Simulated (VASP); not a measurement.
# HgTe (F-43m) in VASP: notebook

HgTe is run at these levels: r2SCAN0; tasks: single point.

Everything below comes from runs of VASP 6.6.1. Logs are shortened: lines on timing, memory, paths and dates and some standing lists are left out, and cuts for length are marked.

**1. The cell of the first run**

It takes space group F-43m (No. 216, cubic). The conventional cell has a = 6.555 Å, b = 6.555 Å, c = 6.555 Å, α = 90.00°, β = 90.00°, γ = 90.00°. Hg (site symmetry -43m) has 4 Te at 2.84 Å within 3.7 Å. Te (site symmetry -43m) has 4 Hg at 2.84 Å within 3.7 Å.

**2. Single point, r2SCAN0**

Input file POSCAR:

```
HgTe
1.0
    0.0000000000      3.2775454177      3.2775454177
    3.2775454177      0.0000000000      3.2775454177
    3.2775454177      3.2775454177      0.0000000000
Hg Te
1 1
Direct
    0.0000000000      0.0000000000      0.0000000000
    0.7500000000      0.7500000000      0.7500000000
```

Input file INCAR.step1:

```
PREC = Accurate
ENCUT = 500
EDIFF = 1E-5
ISMEAR = -1
SIGMA = 0.05
LREAL = False
LASPH = True
NELM = 300
ALGO = All
ISIF = 2
LWAVE = True
GGA = PE
NBANDS = 16
GGA_COMPAT = False
ISEARCH = 1
KPAR = 4
```

Input file INCAR.step2:

```
PREC = Accurate
ENCUT = 500
EDIFF = 1E-6
ISMEAR = -1
SIGMA = 0.05
LREAL = False
LASPH = True
NELM = 300
ALGO = All
ISIF = 2
LWAVE = False
LCHARG = True
METAGGA = R2SCAN
LHFCALC = True
AEXX = 0.25
LMIXTAU = True
PRECFOCK = Normal
LVHAR = True
ISTART = 1
NBANDS = 16
GGA_COMPAT = False
ISEARCH = 1
KPAR = 4
```

Input file KPOINTS:

```
regular mesh
0
Gamma
  4 4 4
```

Potentials or basis: VASP PAW PBE potentials, release 64 (Hg, Te).

Run with:

```sh
> cat potpaw_PBE.64/Hg/POTCAR potpaw_PBE.64/Te/POTCAR > POTCAR
> cp INCAR.step1 INCAR
> mpirun -np 4 vasp_std > vasp.out
> cp INCAR.step2 INCAR
> mpirun -np 4 vasp_std > vasp.out
```

OUTCAR:

```text
PREC = Accurate
   ENCUT = 500
   EDIFF = 1E-6
   ISMEAR = -1
   LREAL = False
   LASPH = True
   NELM = 300
   ISIF = 2
   METAGGA = R2SCAN
   LHFCALC = True
   AEXX = 0.25
   PRECFOCK = Normal
   ISTART = 1

 ion  position               nearest neighbor table
   1  0.000  0.000  0.000-   2 2.84   2 2.84   2 2.84   2 2.84
   2  0.750  0.750  0.750-   1 2.84   1 2.84   1 2.84   1 2.84

  LATTYP: Found a face centered cubic cell.
 ALAT       =     6.5550908354

  Lattice vectors:

 A1 = (   0.0000000000,   3.2775454177,   3.2775454177)
 A2 = (   3.2775454177,   0.0000000000,   3.2775454177)
 A3 = (   3.2775454177,   3.2775454177,   0.0000000000)

Analysis of symmetry for initial positions (statically):
=====================================================================
 Subroutine PRICEL returns:
 Original cell was already a primitive cell.

 Routine SETGRP: Setting up the symmetry group for a
 face centered cubic supercell.

 Subroutine GETGRP returns: Found 24 space group operations
 (whereof 24 operations were pure point group operations)
 out of a pool of 48 trial point group operations.

The static configuration has the point symmetry T_d .

Analysis of symmetry for dynamics (positions and initial velocities):
=====================================================================
 Subroutine PRICEL returns:
 Original cell was already a primitive cell.

 Routine SETGRP: Setting up the symmetry group for a
 face centered cubic supercell.

 Subroutine GETGRP returns: Found 24 space group operations
 (whereof 24 operations were pure point group operations)
 out of a pool of 48 trial point group operations.

The dynamic configuration has the point symmetry T_d .

 Subroutine INISYM returns: Found 24 space group operations
 (whereof 24 operations are pure point group operations),
 and found     1 'primitive' translations

----------------------------------------------------------------------------------------

                                     Primitive cell

  volume of cell :      70.4168

  direct lattice vectors                    reciprocal lattice vectors
     0.000000000  3.277545418  3.277545418    -0.152553187  0.152553187  0.152553187
     3.277545418  0.000000000  3.277545418     0.152553187 -0.152553187  0.152553187
     3.277545418  3.277545418  0.000000000     0.152553187  0.152553187 -0.152553187

  length of vectors
     4.635149181  4.635149181  4.635149181     0.264229871  0.264229871  0.264229871

  position of ions in fractional coordinates (direct lattice)
     0.000000000  0.000000000  0.000000000
     0.750000000  0.750000000  0.750000000

  ion indices of the primitive-cell ions
   primitive index   ion index
                 1           1
                 2           2

----------------------------------------------------------------------------------------

 KPOINTS: regular mesh

Automatic generation of k-mesh.
 Grid dimensions read from file:
 generate k-points for:    4    4    4

 Generating k-lattice:

  Cartesian coordinates                     Fractional coordinates (reciprocal lattice)
    -0.038138297  0.038138297  0.038138297     0.250000000  0.000000000  0.000000000
     0.038138297 -0.038138297  0.038138297     0.000000000  0.250000000  0.000000000
     0.038138297  0.038138297 -0.038138297     0.000000000  0.000000000  0.250000000

  Length of vectors
     0.066057468  0.066057468  0.066057468

  Shift w.r.t. Gamma in fractional coordinates (k-lattice)
     0.000000000  0.000000000  0.000000000

 Subroutine IBZKPT returns following result:
 ===========================================

 Found      8 irreducible k-points:

 Following reciprocal coordinates:
            Coordinates               Weight
  0.000000  0.000000  0.000000      1.000000
  0.250000  0.000000  0.000000      8.000000
  0.500000  0.000000  0.000000      4.000000
  0.250000  0.250000  0.000000      6.000000
  0.500000  0.250000  0.000000     24.000000
 -0.250000  0.250000  0.000000     12.000000
  0.500000  0.500000  0.000000      3.000000
 -0.250000  0.500000  0.250000      6.000000
   k-points           NKPTS =      8   k-points in BZ     NKDIM =     64   number of bands    NBANDS=     16
   number of dos      NEDOS =    301   number of ions     NIONS =      2
   total plane-waves  NPLWV =  46656
   dimension x,y,z NGX =    36 NGY =   36 NGZ =   36
   dimension x,y,z NGXF=    72 NGYF=   72 NGZF=   72
   ions per type =               1   1
   NGX,Y,Z   is equivalent  to a cutoff of  12.91, 12.91, 12.91 a.u.
   NGXF,Y,Z  is equivalent  to a cutoff of  25.82, 25.82, 25.82 a.u.
 SYSTEM =  unknown system
   PREC   = accura    normal or accurate (medium, high low for compatibility)
   ISTART =      1    job   : 0-new  1-cont  2-samecut
   ICHARG =      0    charge: 1-file 2-atom 10-const
   ISPIN  =      1    spin polarized calculation?
   LNONCOLLINEAR =      F non collinear calculations
   LSORBIT =      F    spin-orbit coupling
   LASPH  =      T    aspherical Exc in radial PAW
   ENCUT  =  500.0 eV  36.75 Ry    6.06 a.u.   8.45  8.45  8.45*2*pi/ulx,y,z
   NELM   =    300;   NELMIN=  2; NELMDL=  0     # of ELM steps
   EDIFF  = 0.1E-05   stopping-criterion for ELM
   LREAL  =      F    real-space projection
   EDIFFG = 0.1E-04   stopping-criterion for IOM
   NSW    =      0    number of steps for IOM
   IBRION =     -1    ionic relax: 0-MD 1-quasi-New 2-CG
   NFREE  =      0    steps in history (QN), initial steepest desc. (CG)
   ISIF   =      2    stress and relaxation
   ISYM   =      3    0-nonsym 1-usesym 2-fastsym
   POTIM  = 0.5000    time-step for ionic-motion
   TEBEG  =    0.0;   TEEND  =   0.0 temperature during run
   PSTRESS=    0.0 pullay stress
   NELECT =      18.0000    total number of electrons
   NUPDOWN=      -1.0000    fix difference up-down
   EMIN   =  10.00;   EMAX   =-10.00  energy-range for DOS
   EFERMI =   0.00;   METHOD = LEGACY
   ISMEAR =    -1;   SIGMA  =   0.05  broadening in eV -4-tet -1-fermi 0-gaus
   EFERMI_NEDOS =   21; number of points for ismear=-14 and -15
   IALGO  =     58    algorithm
   IMIX   =      4    mixing-type and parameters
     AMIX     =   0.40;   BMIX     =  1.00
     AMIX_MAG =   1.60;   BMIX_MAG =  1.00
  volume/ion in A,a.u.               =      35.21       237.60
  Fermi-wavevector in a.u.,A,eV,Ry     =   1.038979  1.963386 14.687193  1.079478
  Thomas-Fermi vector in A             =   2.173489
   LORBIT       =      0    0 simple, 1 ext, 2 COOP (PROOUT), +10 PAW based schemes
   METAGGA = R2SCAN    functional components
   LHFCALC =     T    Hartree Fock is set to
   PRECFOCK=normal    Normal, Fast or Accurate (Low or Medium for compatibility)
   ENCUT4O =  -1.0   cutoff for four orbital integrals eV
   NKREDX  =     1    reduce k-point grid by
   NKREDY  =     1    reduce k-point grid by
   NKREDZ  =     1    reduce k-point grid by
   AEXX    =    0.2500 exact exchange contribution
   HFSCREEN=    0.0000 screening length (either q_TF or 0.3 A-1)
   HFSCREENC=   0.0000 screening length for correlation (either q_TF or 0.3 A-1)
   ENCUTFOCK=  -1.0 apply spherical cutoff to Coloumb kernel
   IVDW    =     0    specifies the selected vdW correction
   LEPSILON=     F    determine dielectric tensor
   LRPA    =     F    only Hartree local field effects (RPA)
 non-spin polarized calculation
  energy-cutoff  :      500.00
  volume of cell :       70.42
 maximum number of plane-waves:      1812
 NGX is ok and might be reduce to    36
  NGX = 28; NGY = 28; NGZ = 28
   NGX = 17   NGY = 17   NGZ = 17

 number of electron      18.0000002 magnetization

 Free energy of the ion-electron system (eV)
  ---------------------------------------------------
  ext. energy  EPLUGINS =         0.00000000
  ---------------------------------------------------
  free energy    TOTEN  =       -59.35509653 eV

  energy without entropy =      -59.35192155  energy(sigma->0) =      -59.35350904

 E-fermi :   1.9326     XC(G=0):  -7.1375

 val. band max:        1.8964915477   @ k =   0.0000   0.0000   0.0000
 cond. band min:       3.8928317624   @ k =   0.5000   0.0000   0.0000
 fundamental gap:      1.9963402147
 Fermi energy:         1.9326084403

 k-point     1 :       0.0000    0.0000    0.0000
  band No.  band energies     occupation
      1     -11.3562      2.00000
      2      -6.7796      2.00000
      3      -6.7796      2.00000
      4      -6.7796      2.00000
      5      -6.2692      2.00000
      6      -6.2692      2.00000
      7       1.7696      1.93258
      8       1.8928      1.36289
      9       1.8956      1.35381
     10       1.8965      1.35072
     11       7.7044      0.00000
     12       7.7044      0.00000
     13       7.7045      0.00000
     14       9.9577      0.00000
     15      13.2013      0.00000
     16      13.2018      0.00000

 k-point     2 :       0.2500    0.0000    0.0000
  band No.  band energies     occupation
      1     -11.0725      2.00000
      2      -6.7125      2.00000
      3      -6.7125      2.00000
      4      -6.5741      2.00000
      5      -6.2703      2.00000
      6      -6.2703      2.00000
      7      -1.8144      2.00000
      8       1.1564      2.00000
      9       1.1566      2.00000
     10       4.0106      0.00000
     11       8.2821      0.00000
     12       8.3635      0.00000
     13       8.3635      0.00000
     14      11.3144      0.00000
     15      12.0927      0.00000
     16      12.0927      0.00000

 k-point     3 :       0.5000    0.0000    0.0000
  band No.  band energies     occupation
      1     -10.7660      2.00000
      2      -6.6589      2.00000
      3      -6.6589      2.00000
      4      -6.2521      2.00000
      5      -6.2521      2.00000
      6      -5.9230      2.00000
      7      -4.0756      2.00000
      8       0.6822      2.00000
      9       0.6822      2.00000
     10       3.8928      0.00000
     11       8.5080      0.00000
     12       8.5081      0.00000
     13      10.2646      0.00000
     14      11.4798      0.00000
     15      13.8022      0.00000
     16      13.8023      0.00000

 k-point     4 :       0.2500    0.2500    0.0000
  band No.  band energies     occupation
      1     -10.9762      2.00000
      2      -6.6438      2.00000
      3      -6.6329      2.00000
      4      -6.6329      2.00000
      5      -6.2844      2.00000
      6      -6.2417      2.00000
      7      -1.8348      2.00000
      8       0.3606      2.00000
      9       0.3607      2.00000
     10       5.1557      0.00000
     11       6.2664      0.00000
     12       9.7621      0.00000
     13       9.7621      0.00000
     14      10.1834      0.00000
     15      13.5574      0.00000
     16      13.6865      0.00000

 k-point     5 :       0.5000    0.2500    0.0000
  band No.  band energies     occupation
      1     -10.6683      2.00000
      2      -6.6053      2.00000
      3      -6.5579      2.00000
      4      -6.3677      2.00000
      5      -6.2403      2.00000
      6      -5.9073      2.00000
      7      -3.7340      2.00000
      8      -0.8016      2.00000
      9      -0.0390      2.00000
     10       5.4310      0.00000
     11       7.4109      0.00000
     12       9.4543      0.00000
     13      10.1251      0.00000
     14      12.4193      0.00000
     15      14.0457      0.00000
     16      14.2938      0.00000

 k-point     6 :      -0.2500    0.2500    0.0000
  band No.  band energies     occupation
      1     -10.7718      2.00000
      2      -6.6290      2.00000
      3      -6.6234      2.00000
      4      -6.3112      2.00000
      5      -6.2852      2.00000
      6      -6.1148      2.00000
      7      -3.2029      2.00000
      8      -0.8535      2.00000
      9       0.6652      2.00000
     10       5.3851      0.00000
     11       8.2207      0.00000
     12       8.8537      0.00000
     13       9.1322      0.00000
     14      11.6684      0.00000
     15      13.0498      0.00000
     16      14.2354      0.00000

 k-point     7 :       0.5000    0.5000    0.0000
  band No.  band energies     occupation
      1     -10.5632      2.00000
      2      -6.5363      2.00000
      3      -6.4591      2.00000
      4      -6.4590      2.00000
      5      -6.2136      2.00000
      6      -5.7658      2.00000
      7      -4.0780      2.00000
      8      -0.6526      2.00000
      9      -0.6526      2.00000
     10       5.1183      0.00000
     11       5.7199      0.00000
     12      11.8022      0.00000
     13      12.6616      0.00000
     14      12.6616      0.00000
     15      14.0888      0.00000
     16      15.1549      0.00000

 k-point     8 :      -0.2500    0.5000    0.2500
  band No.  band energies     occupation
      1     -10.5655      2.00000
      2      -6.5480      2.00000
      3      -6.5272      2.00000
      4      -6.3216      2.00000
      5      -6.2888      2.00000
      6      -5.6200      2.00000
      7      -4.1038      2.00000
      8      -1.0123      2.00000
      9      -0.9790      2.00000
     10       6.4802      0.00000
     11       7.9248      0.00000
     12       8.7970      0.00000
     13       9.5865      0.00000
     14      13.2921      0.00000
     15      14.7537      0.00000
     16      14.9060      0.00000

------------------------ aborting loop because EDIFF is reached ----------------------------------------

  FORCE on cell =-STRESS in cart. coord.  units (eV):
  Direction    XX          YY          ZZ          XY          YZ          ZX
  --------------------------------------------------------------------------------------
  -------------------------------------------------------------------------------------
  Total       -0.1926949     -0.1926949     -0.1926949     -0.0000000      0.0000000     -0.0000000
  in kB       -4.3843448     -4.3843448     -4.3843448     -0.0000000      0.0000000     -0.0000000
  external PRESSURE =      -4.3843448 kB  Pullay stress =       0.0000000 kB

 VOLUME and BASIS-vectors are now :
 -----------------------------------------------------------------------------
  energy-cutoff  :      500.00
  volume of cell :       70.42
      direct lattice vectors                 reciprocal lattice vectors
     0.000000000  3.277545418  3.277545418    -0.152553187  0.152553187  0.152553187
     3.277545418  0.000000000  3.277545418     0.152553187 -0.152553187  0.152553187
     3.277545418  3.277545418  0.000000000     0.152553187  0.152553187 -0.152553187

 POSITION                                       TOTAL-FORCE (eV/Angst)
 -----------------------------------------------------------------------------------
      0.00000      0.00000      0.00000        -0.000000     -0.000000      0.000000
      4.91632      4.91632      4.91632         0.000000      0.000000     -0.000000
 -----------------------------------------------------------------------------------
    total drift:                                0.000251     -0.000117      0.000519

  FREE ENERGIE OF THE ION-ELECTRON SYSTEM (eV)
  ---------------------------------------------------
  free  energy   TOTEN  =       -59.3550965349 eV

  energy  without entropy=      -59.3519203962  energy(sigma->0) =      -59.35350847
```

Run time: 4.5 min. Hardware: 4 MPI ranks of AMD EPYC 9R45 (Zen 5), shared host; peak memory 0.21 GiB.

What came out:

| Property | Result |
| --- | --- |
| Free energy | -59.3551 eV |
| Pressure | -0.4 GPa |
| Band gap on the k mesh | zero (filled and empty bands touch) |

Levels at points of the mesh, in eV from the Fermi level:
| k point | band 6 | band 7 | band 8 | band 9 | band 10 | band 11 | band 12 | band 13 |
| --- | --- | --- | --- | --- | --- | --- | --- | --- |
| (0.00, 0.00, 0.00) | -8.20 | -0.16 | -0.04 | -0.04 | -0.04 | 5.77 | 5.77 | 5.77 |
| (0.50, 0.00, 0.00) | -7.86 | -6.01 | -1.25 | -1.25 | 1.96 | 6.58 | 6.58 | 8.33 |
| (0.50, 0.50, 0.00) | -7.70 | -6.01 | -2.59 | -2.59 | 3.19 | 3.79 | 9.87 | 10.73 |

Caveat: the k points lie up to 0.42 Å⁻¹ apart; the PAW data sets were made with another functional, which shifts forces and pressure a little; spin-orbit coupling is left out, which moves the levels of the heavy elements.

[end of part 1 of 2]

The gap in the log of VASP goes by the Fermi energy; the results here count the filled bands.